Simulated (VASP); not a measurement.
A run of VASP 6.6.1 is set up as follows.

INCAR

```
PREC     = Accurate       # precision mode
ENCUT    = 600            # plane-wave cutoff, eV
EDIFF    = 1E-6           # SCF threshold, eV
ISMEAR   = 0              # smearing method
SIGMA    = 0.1            # smearing width, eV
LREAL    = F              # projectors in reciprocal space
LASPH    = T              # aspherical terms in the spheres
NELM     = 60             # most SCF steps
ALGO     = Fast           # electronic algorithm
ISIF     = 3              # what is computed and relaxed
LWAVE    = F              # write WAVECAR
LCHARG   = F              # write CHGCAR
GGA      = PE             # functional
IBRION   = 2              # ionic algorithm
NSW      = 90             # ionic steps
EDIFFG   = -0.04          # ionic threshold
```

Contents of KPOINTS:

```
Automatic mesh
0
Gamma
  6 6 4
```

File POSCAR:

```
Ca4Au
1.0
    4.6810650200      0.0000000000      0.0000000000
   -2.3405325100      4.0539212200      0.0000000000
    0.0000000000      0.0000000000      6.2048946400
Ca Au
4 1
Direct
    0.3333333300      0.6666666700      0.7466203400
    0.3333333300      0.6666666700      0.2533796600
    0.6666666700      0.3333333300      0.2533796600
    0.6666666700      0.3333333300      0.7466203400
    0.0000000000      0.0000000000      0.0000000000
```

Potentials or basis: VASP PAW PBE potentials, release 64 (Ca_sv, Au).

Command:

```sh
$ cat potpaw_PBE.64/Ca_sv/POTCAR potpaw_PBE.64/Au/POTCAR > POTCAR
$ mpirun -np 1 vasp_std > vasp.out
```

**Question.** Estimate the band gap on the k mesh.

**Answer.** Zero (an odd number of electrons rules out a gap without spin polarisation).

**Question.** What does it give for the relaxed cell?

**Answer.** a = 5.564 Å, b = 5.564 Å, c = 6.860 Å, α = 90.00°, β = 90.00°, γ = 120.00°.

Final structure:
```
CELL_PARAMETERS angstrom
5.56426 0.00000 0.00000
-2.78213 4.81879 0.00000
0.00000 0.00000 6.85950
ATOMIC_POSITIONS crystal
Ca 0.33333 0.66667 0.76418
Ca 0.33333 0.66667 0.23582
Ca 0.66667 0.33333 0.23582
Ca 0.66667 0.33333 0.76418
Au 0.00000 0.00000 0.00000
```

Caveat: spin-orbit coupling is left out, which moves the levels of the heavy elements.
